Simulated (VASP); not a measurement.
**ZrC: relaxation of the atoms with r2SCAN**

ZrC:

```xyz
2
Lattice="0.0000 2.3871 2.3871 2.3871 0.0000 2.3871 2.3871 2.3871 0.0000" Properties=species:S:1:pos:R:3 pbc="T T T"
Zr    2.3871    2.3871    2.3871
C     0.0000    0.0000    0.0000
```

```yaml
Program: VASP 6.6.1
Task: relaxation of the atoms
Functional: r2SCAN
Potentials_or_basis: VASP PAW PBE potentials, release 64 (Zr_sv, C)
Cutoff: 520 eV
k_mesh: 12 × 12 × 12
Occupations: fermi-dirac, width 0.1 eV
Spin: no spin polarisation
Dipole_correction: no
Further_INCAR_settings: ALGO = Normal; EDIFF = 1e-06; IBRION = 2; EDIFFG = -0.01; NSW = 50
```

```
Pressure after relaxing : -8.2 GPa
Band gap on the k mesh  : zero (bands 8 and 9 overlap by 1.26 eV)
```

Final structure:
```
Zr C
1.0
     0.00000    2.38711    2.38711
     2.38711    0.00000    2.38711
     2.38711    2.38711    0.00000
Zr C
1 1
Direct
  0.50000 0.50000 0.50000
  0.00000 0.00000 0.00000
```

Levels at points of the mesh, in eV from the Fermi level:
```tsv
k point	band 4	band 5	band 6	band 7	band 8	band 9	band 10	band 11	band 12
(0.00, 0.00, 0.00)	-27.07	-11.89	0.89	0.89	0.89	1.26	1.26	1.26	2.80
(0.50, 0.00, 0.00)	-27.14	-9.01	-5.31	-2.98	-2.98	4.53	4.53	5.39	6.74
(0.50, 0.50, 0.00)	-27.32	-10.73	-2.30	-1.51	-0.07	-0.07	4.34	5.62	5.62
```

It took 3.4 min on 1 thread of Oxide Virtual Turin-like Processor (shared host), peak memory 0.15 GiB.

Caveat: the relaxation stopped at its first step, so nothing moved; the PAW data sets were made with another functional, which shifts forces and pressure a little.
